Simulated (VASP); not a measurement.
A run of VASP 6.6.1 is set up as follows.

File INCAR:

```
PREC     = Accurate       # precision mode
ENCUT    = 520            # plane-wave cutoff, eV
EDIFF    = 1E-7           # SCF threshold, eV
ISMEAR   = -1             # smearing method
SIGMA    = 0.1            # smearing width, eV
LREAL    = False          # projectors in reciprocal space
LASPH    = True           # aspherical terms in the spheres
NELM     = 100            # most SCF steps
ALGO     = Normal         # electronic algorithm
ISIF     = 2              # what is computed and relaxed
LWAVE    = False          # write WAVECAR
LCHARG   = False          # write CHGCAR
GGA      = PE             # functional
NBANDS   = 9              # bands
```

The input KPOINTS:

```
Automatic mesh
0
Gamma
  17 17 15
```

The input POSCAR:

```
Te
1.0
    2.6357086369      0.0000000000      0.0000000000
   -1.3178543184      2.2825906366      0.0000000000
    0.0000000000      0.0000000000      2.4773808906
Te
1
Direct
    0.0000000000      0.0000000000      0.0000000000
```

Potentials or basis: VASP PAW PBE potentials, release 64 (Te).

The run is started by

```sh
$ cat potpaw_PBE.64/Te/POTCAR > POTCAR
$ mpirun -np 1 vasp_std > vasp.out
```

(1) What does it give for the pressure?

(2) What does it give for the band gap on the k mesh?

## Answers

(1) 192.7 GPa.

(2) zero (bands 3 and 4 overlap by 16.04 eV).

Caveat: the cell stands under pressure; spin-orbit coupling is left out, which moves the levels of the heavy elements.
